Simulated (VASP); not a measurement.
# CoO in VASP: a series of runs, part 2 of 3

VASP 6.6.1. Earlier steps stand in the parts before.

### 3 Single point, LDA, collinear spin, ferromagnetic start

This run uses another cell than the first one, of 8.51 Å³/atom.

File INCAR:

```
SYSTEM = CoO
ALGO = Normal ; EDIFF = 1E-6
ENCUT = 520 ; GGA = CA
ISIF = 2 ; ISMEAR = -1
ISPIN = 2 ; LASPH = .TRUE.
LCHARG = .FALSE. ; LMAXMIX = 4
LORBIT = 11 ; LREAL = .FALSE.
LWAVE = .FALSE. ; MAGMOM = 2 0
NBANDS = 18 ; NELM = 150
PREC = Accurate ; SIGMA = 0.05
```

File KPOINTS:

```
k-points
0
G
  12 12 12
  0 0 0
```

File POSCAR:

```
CoO
1.0
   -1.4435872498      1.4435872498      2.0413874053
    1.4435872498     -1.4435872498      2.0413874053
    1.4435872498      1.4435872498     -2.0413874053
Co O
1 1
Direct
    0.0000000000      0.0000000000      0.0000000000
    0.5000000000      0.5000000000      0.0000000000
```

Potentials or basis: VASP PAW LDA potentials, release 64 (Co, O).

On the command line:

```console
$ cat potpaw_LDA.64/Co/POTCAR potpaw_LDA.64/O/POTCAR > POTCAR
$ mpirun -np 1 vasp_std > vasp.out
```

OUTCAR:

```text
SYSTEM = CoO
   EDIFF = 1E-6
   ENCUT = 520
   GGA = CA
   ISIF = 2
   ISMEAR = -1
   ISPIN = 2
   LASPH = .TRUE.
   LORBIT = 11
   LREAL = .FALSE.
   NELM = 150
   PREC = Accurate

 ion  position               nearest neighbor table
   1  0.000  0.000  0.000-   2 2.04   2 2.04   2 2.04   2 2.04   2 2.04   2 2.04
   2  0.500  0.500  0.000-   1 2.04   1 2.04   1 2.04   1 2.04   1 2.04   1 2.04

  LATTYP: Found a body centered tetragonal cell.
 ALAT       =     2.8871744996
 C/A-ratio  =     1.4141073950

  Lattice vectors:

 A1 = (  -1.4435872498,   1.4435872498,   2.0413874053)
 A2 = (   1.4435872498,  -1.4435872498,   2.0413874053)
 A3 = (   1.4435872498,   1.4435872498,  -2.0413874053)

Analysis of symmetry for initial positions (statically):
=====================================================================
 Subroutine PRICEL returns:
 Original cell was already a primitive cell.

 Routine SETGRP: Setting up the symmetry group for a
 body centered tetragonal supercell.

 Subroutine GETGRP returns: Found 16 space group operations
 (whereof 16 operations were pure point group operations)
 out of a pool of 16 trial point group operations.

[... 1196 lines left out ...]

 [... further k-points ...]

------------------------ aborting loop because EDIFF is reached ----------------------------------------

  FORCE on cell =-STRESS in cart. coord.  units (eV):
  Direction    XX          YY          ZZ          XY          YZ          ZX
  --------------------------------------------------------------------------------------
  -------------------------------------------------------------------------------------
  Total       -0.3730706     -0.3730706     -0.3721893      0.0000000     -0.0000000      0.0000000
  in kB      -35.1261180    -35.1261180    -35.0431346      0.0000000     -0.0000000      0.0000000
  external PRESSURE =     -35.0984569 kB  Pullay stress =       0.0000000 kB

 VOLUME and BASIS-vectors are now :
 -----------------------------------------------------------------------------
  energy-cutoff  :      520.00
  volume of cell :       17.02
      direct lattice vectors                 reciprocal lattice vectors
    -1.443587250  1.443587250  2.041387405     0.000000000  0.346359391  0.244931461
     1.443587250 -1.443587250  2.041387405     0.346359391  0.000000000  0.244931461
     1.443587250  1.443587250 -2.041387405     0.346359391  0.346359391  0.000000000

 POSITION                                       TOTAL-FORCE (eV/Angst)
 -----------------------------------------------------------------------------------
      0.00000      0.00000      0.00000         0.000000      0.000000      0.000000
      0.00000      0.00000      2.04139        -0.000000     -0.000000     -0.000000
 -----------------------------------------------------------------------------------
    total drift:                               -0.000000      0.000000     -0.000000

  FREE ENERGIE OF THE ION-ELECTRON SYSTEM (eV)
  ---------------------------------------------------
  free  energy   TOTEN  =       -14.8444235708 eV

  energy  without entropy=      -14.8094879962  energy(sigma->0) =      -14.82695578

 total charge

# of ion       s       p       d       tot
------------------------------------------
    1        0.331   0.443   7.344   8.117
    2        1.549   3.422   0.000   4.972
--------------------------------------------------
tot          1.880   3.865   7.344  13.089

 magnetization (x)

# of ion       s       p       d       tot
------------------------------------------
    1        0.019   0.016   1.747   1.782
    2        0.028   0.130   0.000   0.159
--------------------------------------------------
tot          0.047   0.146   1.747   1.940
```

OSZICAR:

```text
N       E                     dE             d eps       ncg     rms          rms(c)
DAV:   1     0.719630870408E+02    0.71963E+02   -0.65797E+03 12480   0.993E+02
DAV:   2    -0.128056258025E+02   -0.84769E+02   -0.73976E+02 12358   0.224E+02
DAV:   3    -0.170440109431E+02   -0.42384E+01   -0.40846E+01 13788   0.528E+01
DAV:   4    -0.170852578200E+02   -0.41247E-01   -0.41208E-01 14406   0.493E+00
DAV:   5    -0.170861650818E+02   -0.90726E-03   -0.90709E-03 14684   0.722E-01    0.167E+01
DAV:   6    -0.160003375405E+02    0.10858E+01   -0.11938E+01 14894   0.563E+01    0.170E+01
DAV:   7    -0.149348467534E+02    0.10655E+01   -0.48687E+00 14608   0.419E+01    0.717E+00
DAV:   8    -0.148507164922E+02    0.84130E-01   -0.29327E-01 16270   0.724E+00    0.327E+00
DAV:   9    -0.148470558181E+02    0.36607E-02   -0.16499E-02 16372   0.115E+00    0.595E-01
DAV:  10    -0.148441173855E+02    0.29384E-02   -0.77929E-03 14090   0.157E+00    0.296E-01
DAV:  11    -0.148445571516E+02   -0.43977E-03   -0.34167E-04 16174   0.317E-01    0.259E-01
DAV:  12    -0.148445000696E+02    0.57082E-04   -0.33993E-04 16298   0.280E-01    0.129E-01
DAV:  13    -0.148444546152E+02    0.45454E-04   -0.14755E-04 17108   0.157E-01    0.725E-02
DAV:  14    -0.148444194943E+02    0.35121E-04   -0.40799E-05 17612   0.735E-02    0.449E-02
DAV:  15    -0.148444230128E+02   -0.35185E-05   -0.11783E-05 14838   0.630E-02    0.176E-02
DAV:  16    -0.148444235708E+02   -0.55807E-06   -0.22562E-06 12140   0.219E-02
   1 F= -.14844424E+02 E0= -.14826956E+02  d E =-.349356E-01  mag=     1.9755
```

stdout:

```text
POSCAR found type information on POSCAR CoO
 POSCAR found :  2 types and       2 ions
 scaLAPACK will be used
 LDA part: xc-table for (Slater(with rela. corr.)+CA(PZ))
 , standard interpolation
 POSCAR, INCAR and KPOINTS ok, starting setup
 FFT: planning ... GRIDC
 FFT: planning ... GRID_SOFT
 FFT: planning ... GRID
 WAVECAR not read
 entering main loop
```

Wall time 88 s (1 thread of AMD EPYC 9R45 (Zen 5), shared host); peak memory 0.16 GiB.

What came out:

- Free energy: -14.8444 eV
- Pressure: -3.5 GPa
- Net moment: 1.98 μB per cell
- Site moments: Co +1.78; O +0.16 μB
- Valence electrons inside the program's atomic spheres: Co 8.12; O 4.97

Levels at points of the mesh, in eV from the Fermi level:
Spin up:
| k point | band 7 | band 8 | band 9 | band 10 | band 11 | band 12 |
| --- | --- | --- | --- | --- | --- | --- |
| (0.00, 0.00, 0.00) | -2.80 | -2.68 | -2.68 | 1.76 | 17.05 | 19.12 |
| (0.50, 0.00, 0.00) | -1.26 | 0.85 | 0.85 | 5.25 | 10.42 | 14.17 |
| (0.50, 0.50, 0.00) | -1.41 | -1.41 | -1.40 | 6.77 | 10.40 | 12.36 |
| (0.50, 0.50, 0.50) | -1.41 | -1.41 | -1.40 | 6.77 | 10.40 | 12.36 |
Spin down:
| k point | band 3 | band 4 | band 5 | band 6 | band 7 | band 8 | band 9 | band 10 |
| --- | --- | --- | --- | --- | --- | --- | --- | --- |
| (0.00, 0.00, 0.00) | -3.60 | -3.60 | -1.46 | -1.46 | -1.46 | -0.81 | -0.81 | 2.12 |
| (0.50, 0.00, 0.00) | -6.02 | -6.02 | -0.25 | -0.25 | 0.10 | 2.39 | 2.39 | 5.50 |
| (0.50, 0.50, 0.00) | -4.97 | -4.97 | -2.89 | -0.24 | 0.12 | 0.12 | 0.53 | 7.30 |
| (0.50, 0.50, 0.50) | -4.97 | -4.97 | -2.89 | -0.24 | 0.12 | 0.12 | 0.53 | 7.30 |

Caveat: the cell stands under tension; a cell with one magnetic atom can't hold antiferromagnetic order, which such compounds often take; semilocal functionals often make such compounds metallic where correlation or magnetic order opens a gap, which also shifts bond lengths.

(Continued in part 3 of 3.)
